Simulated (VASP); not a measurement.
# BAs (I-4m2) in VASP: notebook, part 3 of 3

VASP 6.6.1.

## Step 5: Single point, LDA

This run uses another cell than the first one, of the same volume but with other edges.

INCAR

```
SYSTEM = BAs
ALGO = Normal
EDIFF = 1E-7
ENCUT = 520
GGA = CA
ISIF = 2
ISMEAR = -1
LASPH = .True.
LCHARG = .True.
LELF = .True.
LREAL = .False.
LVHAR = .True.
LWAVE = .False.
NBANDS = 11
NELM = 60
PREC = Accurate
SIGMA = 0.2
```

KPOINTS

```
k-points
0
Gamma
  12 12 12
  0 0 0
```

POSCAR

```
BAs
1.0
    0.0000000000      2.2476645550      2.6971974660
    2.2476645550      0.0000000000      2.6971974660
    2.2476645550      2.2476645550      0.0000000000
B As
1 1
Direct
    0.0000000000      0.0000000000      0.0000000000
    0.7500000000      0.7500000000      0.7500000000
```

Potentials or basis: VASP PAW LDA potentials, release 64 (B, As).

Run with:

```
$ cat potpaw_LDA.64/B/POTCAR potpaw_LDA.64/As/POTCAR > POTCAR
$ mpirun -np 1 vasp_std > vasp.out
```

OUTCAR:

```text
SYSTEM = BAs
   EDIFF = 1E-7
   ENCUT = 520
   GGA = CA
   ISIF = 2
   ISMEAR = -1
   LASPH = .True.
   LREAL = .False.
   NELM = 60
   PREC = Accurate

 ion  position               nearest neighbor table
   1  0.000  0.000  0.000-   2 2.08   2 2.08   2 2.08   2 2.08
   2  0.750  0.750  0.750-   1 2.08   1 2.08   1 2.08   1 2.08

  LATTYP: Found a body centered tetragonal cell.
 ALAT       =     3.1786776973
 C/A-ratio  =     1.6970562748

  Lattice vectors:

 A1 = (  -2.2476645550,   0.0000000000,   2.6971974660)
 A2 = (   2.2476645550,   0.0000000000,   2.6971974660)
 A3 = (   0.0000000000,   2.2476645550,  -2.6971974660)

Analysis of symmetry for initial positions (statically):
=====================================================================
 Subroutine PRICEL returns:
 Original cell was already a primitive cell.

 Routine SETGRP: Setting up the symmetry group for a
 body centered tetragonal supercell.

 Subroutine GETGRP returns: Found  8 space group operations
 (whereof  8 operations were pure point group operations)
 out of a pool of 16 trial point group operations.

The static configuration has the point symmetry D_2d.

Analysis of symmetry for dynamics (positions and initial velocities):
=====================================================================
 Subroutine PRICEL returns:
 Original cell was already a primitive cell.

 Routine SETGRP: Setting up the symmetry group for a
 body centered tetragonal supercell.

 Subroutine GETGRP returns: Found  8 space group operations
 (whereof  8 operations were pure point group operations)
 out of a pool of 16 trial point group operations.

The dynamic configuration has the point symmetry D_2d.

 Subroutine INISYM returns: Found  8 space group operations
 (whereof  8 operations are pure point group operations),
 and found     1 'primitive' translations

----------------------------------------------------------------------------------------

[... 114 lines left out ...]
  Fermi-wavevector in a.u.,A,eV,Ry     =   1.088018  2.056057 16.106360  1.183784
  Thomas-Fermi vector in A             =   2.224191
   LORBIT       =      0    0 simple, 1 ext, 2 COOP (PROOUT), +10 PAW based schemes
   GGA     = CA    functional components
   LHFCALC =     F    Hartree Fock is set to
   AEXX    =    0.0000 exact exchange contribution
   IVDW    =     0    specifies the selected vdW correction
   LEPSILON=     F    determine dielectric tensor
   LRPA    =     F    only Hartree local field effects (RPA)
 non-spin polarized calculation
  energy-cutoff  :      520.00
  volume of cell :       27.25
 maximum number of plane-waves:       752
 NGX is ok and might be reduce to    28

 number of electron       8.0000000 magnetization

 Free energy of the ion-electron system (eV)
  ---------------------------------------------------
  ext. energy  EPLUGINS =         0.00000000
  ---------------------------------------------------
  free energy    TOTEN  =       -12.47210077 eV

  energy without entropy =      -12.45207444  energy(sigma->0) =      -12.46208761

 E-fermi :   6.7203     XC(G=0): -10.8127

 val. band max:        6.7140568488   @ k =   0.0833   0.0000   0.0000
 cond. band min:       6.7893870895   @ k =   0.3333   0.0000   0.3333
 fundamental gap:      0.0753302407
 Fermi energy:         6.7203040415

 k-point     1 :       0.0000    0.0000    0.0000
  band No.  band energies     occupation
      1      -9.1871      2.00000
      2       4.7513      1.99989
      3       6.8971      0.58481
      4       6.8971      0.58481
      5       9.2587      0.00001
      6       9.2587      0.00001
      7      10.2254      0.00000
      8      10.3501      0.00000
      9      15.7270      0.00000
     10      16.3273      0.00000
     11      17.5255      0.00000
[... 309 lines left out ...]
 k-point    24 :      -0.4167    0.1667    0.0000
  band No.  band energies     occupation
      1      -6.0139      2.00000
      2      -2.2585      2.00000
      3       1.2000      2.00000
      4       5.1612      1.99918
      5       9.9305      0.00000
      6      11.2353      0.00000
      7      12.7068      0.00000
      8      15.0564      0.00000
      9      18.3056      0.00000
     10      19.1470      0.00000
     11      20.6692      0.00000

 [... further k-points ...]
[... 5 lines left out ...]
  --------------------------------------------------------------------------------------
  -------------------------------------------------------------------------------------
  Total        2.0869369      2.0869369     -5.7174664      0.0000000      0.0000000      0.0000000
  in kB      122.6914111    122.6914111   -336.1309244      0.0000000      0.0000000      0.0000000
  external PRESSURE =     -30.2493674 kB  Pullay stress =       0.0000000 kB

 VOLUME and BASIS-vectors are now :
 -----------------------------------------------------------------------------
  energy-cutoff  :      520.00
  volume of cell :       27.25
      direct lattice vectors                 reciprocal lattice vectors
     0.000000000  2.247664555  2.697197466    -0.222453123  0.222453123  0.185377603
     2.247664555  0.000000000  2.697197466     0.222453123 -0.222453123  0.185377603
     2.247664555  2.247664555  0.000000000     0.222453123  0.222453123 -0.185377603

 POSITION                                       TOTAL-FORCE (eV/Angst)
 -----------------------------------------------------------------------------------
      0.00000      0.00000      0.00000        -0.000000     -0.000000     -0.000000
      3.37150      3.37150      4.04580         0.000000      0.000000      0.000000
 -----------------------------------------------------------------------------------
    total drift:                                0.000001      0.000001      0.000000

  FREE ENERGIE OF THE ION-ELECTRON SYSTEM (eV)
  ---------------------------------------------------
  free  energy   TOTEN  =       -12.4721007742 eV

  energy  without entropy=      -12.4520744442  energy(sigma->0) =      -12.46208761
```

stdout:

```text
POSCAR found type information on POSCAR B As
 POSCAR found :  2 types and       2 ions
 scaLAPACK will be used
 LDA part: xc-table for (Slater(with rela. corr.)+CA(PZ))
 , standard interpolation
 POSCAR, INCAR and KPOINTS ok, starting setup
 FFT: planning ... GRIDC
 FFT: planning ... GRID_SOFT
 FFT: planning ... GRID
 WAVECAR not read
 entering main loop
```

Run time: 40 s. Hardware: 1 thread of Intel Xeon 6975P-C (Granite Rapids), shared host; peak memory 0.17 GiB.

Results:

```yaml
Free_energy: -12.4721 eV
Pressure: -3.0 GPa
Band_gap_on_the_k_mesh: zero (band 4 reaches 6.90 eV, above the bottom of band 5 at 6.66 eV)
```

Levels at points of the mesh, in eV from the Fermi level:
| k point | band 1 | band 2 | band 3 | band 4 | band 5 | band 6 | band 7 | band 8 | band 9 |
| --- | --- | --- | --- | --- | --- | --- | --- | --- | --- |
| (0.00, 0.00, 0.00) | -15.91 | -1.97 | 0.18 | 0.18 | 2.54 | 2.54 | 3.51 | 3.63 | 9.01 |
| (0.50, 0.00, 0.00) | -12.99 | -9.25 | -3.49 | -1.10 | 0.74 | 4.98 | 5.06 | 8.40 | 11.30 |
| (0.50, 0.50, 0.00) | -12.76 | -9.83 | -3.33 | -3.33 | 2.34 | 2.46 | 10.30 | 10.30 | 10.59 |
| (0.50, 0.00, 0.50) | -11.20 | -8.42 | -5.20 | -4.85 | 0.13 | 0.33 | 8.57 | 10.40 | 11.26 |

## Step 6: Single point, LDA

This run uses another cell than the first one, of the same volume but with other edges.

INCAR

```
SYSTEM = BAs
PREC = Accurate
ENCUT = 520
EDIFF = 1E-7
ISMEAR = -1
SIGMA = 0.2
LREAL = .False.
LASPH = .True.
NELM = 60
ALGO = Normal
ISIF = 2
LWAVE = .False.
LCHARG = .False.
NBANDS = 11
```

KPOINTS

```
regular mesh
0
Gamma
  12 12 12
  0 0 0
```

POSCAR

```
BAs
1.0
    0.0000000000      2.5947391905      2.0238965686
    2.5947391905      0.0000000000      2.0238965686
    2.5947391905      2.5947391905      0.0000000000
B As
1 1
Direct
    0.0000000000      0.0000000000      0.0000000000
    0.7500000000      0.7500000000      0.7500000000
```

Potentials or basis: VASP PAW LDA potentials, release 64 (B, As).

Run with:

```
$ cat potpaw_LDA.64/B/POTCAR potpaw_LDA.64/As/POTCAR > POTCAR
$ mpirun -np 1 vasp_std > vasp.out
```

OUTCAR:

```text
SYSTEM = BAs
   PREC = Accurate
   ENCUT = 520
   EDIFF = 1E-7
   ISMEAR = -1
   LREAL = .False.
   LASPH = .True.
   NELM = 60
   ISIF = 2

 ion  position               nearest neighbor table
   1  0.000  0.000  0.000-   2 2.10   2 2.10   2 2.10   2 2.10
   2  0.750  0.750  0.750-   1 2.10   1 2.10   1 2.10   1 2.10

  LATTYP: Found a body centered tetragonal cell.
 ALAT       =     3.6695153540
 C/A-ratio  =     1.1030865787

  Lattice vectors:

 A1 = (   0.0000000000,  -2.5947391905,  -2.0238965686)
 A2 = (   0.0000000000,   2.5947391905,  -2.0238965686)
 A3 = (   2.5947391905,   0.0000000000,   2.0238965686)

Analysis of symmetry for initial positions (statically):
=====================================================================
 Subroutine PRICEL returns:
 Original cell was already a primitive cell.

 Routine SETGRP: Setting up the symmetry group for a
 body centered tetragonal supercell.

 Subroutine GETGRP returns: Found  8 space group operations
 (whereof  8 operations were pure point group operations)
 out of a pool of 16 trial point group operations.

The static configuration has the point symmetry D_2d.

Analysis of symmetry for dynamics (positions and initial velocities):
=====================================================================
 Subroutine PRICEL returns:
 Original cell was already a primitive cell.

 Routine SETGRP: Setting up the symmetry group for a
 body centered tetragonal supercell.

 Subroutine GETGRP returns: Found  8 space group operations
 (whereof  8 operations were pure point group operations)
 out of a pool of 16 trial point group operations.

The dynamic configuration has the point symmetry D_2d.

 Subroutine INISYM returns: Found  8 space group operations
 (whereof  8 operations are pure point group operations),
 and found     1 'primitive' translations

----------------------------------------------------------------------------------------
[... 113 lines left out ...]
     AMIX_MAG =   1.60;   BMIX_MAG =  1.00
  volume/ion in A,a.u.               =      13.63        91.95
  Fermi-wavevector in a.u.,A,eV,Ry     =   1.088018  2.056057 16.106360  1.183784
  Thomas-Fermi vector in A             =   2.224191
   LORBIT       =      0    0 simple, 1 ext, 2 COOP (PROOUT), +10 PAW based schemes
   GGA     = CA    functional components
   LHFCALC =     F    Hartree Fock is set to
   AEXX    =    0.0000 exact exchange contribution
   IVDW    =     0    specifies the selected vdW correction
   LEPSILON=     F    determine dielectric tensor
   LRPA    =     F    only Hartree local field effects (RPA)
 non-spin polarized calculation
  energy-cutoff  :      520.00
  volume of cell :       27.25
 maximum number of plane-waves:       748
   NGX = 13   NGY = 13   NGZ = 13

 number of electron       8.0000000 magnetization

 Free energy of the ion-electron system (eV)
  ---------------------------------------------------
  ext. energy  EPLUGINS =         0.00000000
  ---------------------------------------------------
  free energy    TOTEN  =       -12.41985070 eV

  energy without entropy =      -12.38888419  energy(sigma->0) =      -12.40436744

 E-fermi :   6.1815     XC(G=0): -10.8455

 val. band max:        6.1625721711   @ k =  -0.4167   0.4167   0.0000
 cond. band min:       6.1893408033   @ k =  -0.0833   0.0833   0.0000
 fundamental gap:      0.0267686322
 Fermi energy:         6.1814910872

 k-point     1 :       0.0000    0.0000    0.0000
  band No.  band energies     occupation
      1      -9.1575      2.00000
      2       5.5430      1.92110
      3       5.5430      1.92110
      4       7.4290      0.00390
      5       8.7656      0.00000
      6      10.3691      0.00000
      7      10.3763      0.00000
      8      10.3763      0.00000
      9      15.9172      0.00000
     10      16.1082      0.00000
     11      18.3956      0.00000
[... 309 lines left out ...]
 k-point    24 :      -0.4167    0.1667    0.0000
  band No.  band energies     occupation
      1      -6.0188      2.00000
      2      -1.7434      2.00000
      3       2.5567      2.00000
      4       3.5494      2.00000
      5       7.8120      0.00058
      6      11.6679      0.00000
      7      12.3048      0.00000
      8      13.7164      0.00000
      9      18.0305      0.00000
     10      19.8670      0.00000
     11      20.6540      0.00000

 [... further k-points ...]
[... 5 lines left out ...]
  --------------------------------------------------------------------------------------
  -------------------------------------------------------------------------------------
  Total       -2.4256319     -2.4256319      2.4018049      0.0000000     -0.0000000      0.0000000
  in kB     -142.6033530   -142.6033530    141.2025626      0.0000000     -0.0000000      0.0000000
  external PRESSURE =     -48.0013812 kB  Pullay stress =       0.0000000 kB

 VOLUME and BASIS-vectors are now :
 -----------------------------------------------------------------------------
  energy-cutoff  :      520.00
  volume of cell :       27.25
      direct lattice vectors                 reciprocal lattice vectors
     0.000000000  2.594739190  2.023896569    -0.192697594  0.192697594  0.247048198
     2.594739190  0.000000000  2.023896569     0.192697594 -0.192697594  0.247048198
     2.594739190  2.594739190  0.000000000     0.192697594  0.192697594 -0.247048198

 POSITION                                       TOTAL-FORCE (eV/Angst)
 -----------------------------------------------------------------------------------
      0.00000      0.00000      0.00000         0.000000      0.000000      0.000000
      3.89211      3.89211      3.03584        -0.000000     -0.000000     -0.000000
 -----------------------------------------------------------------------------------
    total drift:                                0.000000      0.000000      0.000000

  FREE ENERGIE OF THE ION-ELECTRON SYSTEM (eV)
  ---------------------------------------------------
  free  energy   TOTEN  =       -12.4198506954 eV

  energy  without entropy=      -12.3888841921  energy(sigma->0) =      -12.40436744
```

OSZICAR:

```text
N       E                     dE             d eps       ncg     rms          rms(c)
DAV:   1     0.109163504014E+02    0.10916E+02   -0.37388E+03  3594   0.637E+02
DAV:   2    -0.122747189272E+02   -0.23191E+02   -0.22212E+02  4842   0.104E+02
DAV:   3    -0.130195126649E+02   -0.74479E+00   -0.74205E+00  4444   0.172E+01
DAV:   4    -0.130216822869E+02   -0.21696E-02   -0.21695E-02  3941   0.105E+00
DAV:   5    -0.130216855461E+02   -0.32592E-05   -0.32593E-05  4238   0.439E-02    0.476E+00
DAV:   6    -0.124903152489E+02    0.53137E+00   -0.15589E+00  3754   0.481E+00    0.224E+00
DAV:   7    -0.124312626245E+02    0.59053E-01   -0.13683E-01  4277   0.192E+00    0.893E-01
DAV:   8    -0.124198704610E+02    0.11392E-01   -0.18208E-02  3880   0.704E-01    0.100E-01
DAV:   9    -0.124198591266E+02    0.11334E-04   -0.63996E-04  4154   0.154E-01    0.541E-02
DAV:  10    -0.124198504325E+02    0.86941E-05   -0.74866E-05  3814   0.497E-02    0.137E-02
DAV:  11    -0.124198507834E+02   -0.35086E-06   -0.87107E-07  4266   0.691E-03    0.105E-02
DAV:  12    -0.124198506954E+02    0.87974E-07   -0.59690E-07  3838   0.313E-03
   1 F= -.12419851E+02 E0= -.12404367E+02  d E =-.309665E-01
```

stdout:

```text
POSCAR found type information on POSCAR B As
 POSCAR found :  2 types and       2 ions
 scaLAPACK will be used
 LDA part: xc-table for (Slater(with rela. corr.)+CA(PZ))
 , standard interpolation
 POSCAR, INCAR and KPOINTS ok, starting setup
 FFT: planning ... GRIDC
 FFT: planning ... GRID_SOFT
 FFT: planning ... GRID
 WAVECAR not read
 entering main loop
```

Wall time 29 s (1 thread of Intel Xeon 6975P-C (Granite Rapids), shared host); peak memory 0.16 GiB.

Results:

```yaml
Free_energy: -12.4199 eV
Pressure: -4.8 GPa
Band_gap_on_the_k_mesh: zero (band 4 reaches 7.43 eV, above the bottom of band 5 at 5.36 eV)
```

## Step 7: Overview

| cell | gap on the mesh (eV) | pressure (GPa) |
| --- | --- | --- |
| a = 3.284, b = 3.284, c = 3.792 Å, angles 54.7, 54.7, 70.5°, 2 atoms | none | -6.6 |
| a = 3.685, b = 3.685, c = 3.009 Å, angles 65.9, 65.9, 48.2°, 2 atoms | none | -1.7 |
| a = 3.309, b = 3.309, c = 3.566 Å, angles 57.4, 57.4, 65.2°, 2 atoms | none | -3.7 |
| a = 3.511, b = 3.511, c = 3.179 Å, angles 63.1, 63.1, 53.8°, 2 atoms | none | -3.0 |
| a = 3.291, b = 3.291, c = 3.670 Å, angles 56.1, 56.1, 67.8°, 2 atoms | none | -4.8 |

Alike in all rows: task single point; level LDA; potentials or basis VASP PAW LDA potentials, release 64 (B, As); no spin polarisation; k mesh 12 × 12 × 12; cutoff (eV) 520; smearing fermi-dirac 0.2 eV.

Total energies depend on the potentials used, so only differences within one code and one set of settings carry meaning.
